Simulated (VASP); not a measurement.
Input of a VASP 6.6.1 run:

Contents of INCAR:

```
SYSTEM = MnO
PREC = Accurate
ENCUT = 520
EDIFF = 1E-6
ISMEAR = 0
SIGMA = 0.05
LREAL = .False.
LASPH = .True.
NELM = 150
ALGO = Normal
ISIF = 2
LWAVE = .False.
LCHARG = .False.
ISPIN = 2
MAGMOM = 4.45 -4.45 0 0
LORBIT = 11
LMAXMIX = 4
GGA = PE
NBANDS = 31
```

The input KPOINTS:

```
regular mesh
0
Gamma
  8 8 8
  0 0 0
```

Contents of POSCAR:

```
MnO
1.0
   -2.1375725503     -2.1375725503      4.4000471834
   -4.4000471834     -2.1375725503      2.1375725503
   -2.1375725503     -4.4000471834      2.1375725503
Mn O
2 2
Direct
    0.0000000000      0.0000000000      0.0000000000
    0.5000000000      0.5000000000      0.5000000000
    1.2499999099     -0.7500000901     -0.7500000901
    1.7500000901     -0.2499999099     -0.2499999099
```

Potentials or basis: VASP PAW PBE potentials, release 64 (Mn_pv, O).

Command:

```bash
$ cat potpaw_PBE.64/Mn_pv/POTCAR potpaw_PBE.64/O/POTCAR > POTCAR
$ mpirun -np 1 vasp_std > vasp.out
```

(1) What does it give for the band gap on the k mesh?

(2) Predict the pressure.

(3) Estimate the net moment.

## Answers

(1) 0.83 eV.

(2) -2.6 GPa.

(3) 0.00 μB per cell.
